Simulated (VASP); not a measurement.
SiC: single point with PBE

SiC:

```
Si C
1.0
     3.07569    0.00000    0.00000
    -1.53785    2.66363    0.00000
     0.00000    0.00000   10.07065
Si C
4 4
Cartesian
  0.0000 0.0000 1.8922
  0.0000 0.0000 6.9275
  0.0000 1.7758 4.4094
  1.5378 0.8879 9.4447
  0.0000 0.0000 0.0046
  0.0000 0.0000 5.0400
  0.0000 1.7758 2.5157
  1.5378 0.8879 7.5510
```

```json
{
 "Program": "VASP 6.6.1",
 "Task": "single point",
 "Functional": "PBE",
 "Potentials or basis": "VASP PAW PBE potentials, release 64 (Si, C)",
 "Cutoff": "600 eV",
 "k mesh": "12 × 12 × 4",
 "Occupations": "fermi-dirac, width 0.02 eV",
 "Spin": "no spin polarisation",
 "Dipole correction": "no",
 "Further INCAR settings": "ALGO = Normal; EDIFF = 1e-06; NBANDS = 26"
}
```

```json
{"Pressure": "3.7 GPa", "Largest force": "0.006 eV/Å", "Band gap on the k mesh": "2.23 eV (least direct gap 3.35 eV)"}
```

Forces in eV/Å, atoms in the order of the input:
```
Si   0.000  0.000  0.002
Si   0.000  0.000  0.002
Si   0.000  0.000 -0.005
Si   0.000  0.000 -0.005
C    0.000  0.000 -0.002
C    0.000  0.000 -0.002
C    0.000  0.000  0.006
C    0.000  0.000  0.006
```

Stress tensor (GPa, compression positive):
```
3.77 0.00 0.00
0.00 3.77 0.00
0.00 0.00 3.63
```

Levels at points of the mesh, in eV from the valence-band top:
```
           k point  band 13  band 14  band 15  band 16  band 17  band 18  band 19  band 20
(0.00, 0.00, 0.00)    -0.58    -0.05     0.00     0.00     5.12     5.70     6.32     6.34
(0.50, 0.00, 0.00)    -2.36    -2.22    -1.58    -1.12     2.23     2.36     4.23     4.76
(0.00, 0.00, 0.50)    -0.21    -0.21    -0.21    -0.21     5.32     5.32     6.79     6.79
(0.50, 0.00, 0.50)    -2.50    -2.50    -1.55    -1.55     2.64     2.64     4.22     4.22
```

Wall time 2.4 min on 1 thread of Intel Xeon 8259CL (shared host), peak memory 0.3 GiB.

Caveat: the cell stands under pressure. A k mesh can miss the band edges.
